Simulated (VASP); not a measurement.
# TiNi: single point with PBEsol

Crystal: TiNi.

```
Ti Ni
1.0
     2.97087    0.00000    0.00000
     0.00000    2.97087    0.00000
     0.00000    0.00000    2.97087
Ti Ni
1 1
Direct
  0.50000 0.50000 0.50000
  0.00000 0.00000 0.00000
```

* Program: VASP 6.6.1
* Task: single point
* Functional: PBEsol
* Potentials or basis: VASP PAW PBE potentials, release 64 (Ti_sv, Ni)
* Cutoff: 520 eV
* k mesh: 14 × 14 × 14
* Occupations: gaussian, width 0.1 eV
* Spin: collinear spin, ferromagnetic start
* Starting moments: [0.29, 0.24] μB

| Quantity | Value |
| --- | --- |
| Pressure | -0.2 GPa |
| Band gap on the k mesh | zero (filled and empty bands overlap) |
| Net moment | 0.00 μB per cell |
| Valence electrons inside the program's atomic spheres | Ti 10.29; Ni 9.41 |

Levels at points of the mesh, in eV from the Fermi level:
Spin up:
```
           k point  band 9  band 10  band 11  band 12  band 13  band 14
(0.00, 0.00, 0.00)   -2.02    -2.02     0.47     0.47     2.68     2.68
(0.50, 0.00, 0.00)   -2.13    -1.71    -0.76    -0.59     0.66     0.66
(0.50, 0.50, 0.00)   -1.30    -0.74     0.52     0.52     0.95     2.37
(0.50, 0.50, 0.50)   -2.20    -2.20    -1.27    -1.27     3.23     3.23
```
Spin down:
```csv
k point,band 9,band 10,band 11,band 12,band 13,band 14
"(0.00, 0.00, 0.00)",-2.02,-2.02,0.47,0.47,2.68,2.68
"(0.50, 0.00, 0.00)",-2.13,-1.71,-0.76,-0.59,0.66,0.66
"(0.50, 0.50, 0.00)",-1.30,-0.74,0.52,0.52,0.95,2.37
"(0.50, 0.50, 0.50)",-2.20,-2.20,-1.27,-1.27,3.23,3.23
```

It took 120 s on 1 thread of Intel(R) Xeon(R) Platinum 8259CL CPU @ 2.50GHz (Skylake/Cascade Lake), with other jobs on the host, peak memory 0.23 GiB.

Caveat: the PAW data sets were made with another functional, which shifts forces and pressure a little.
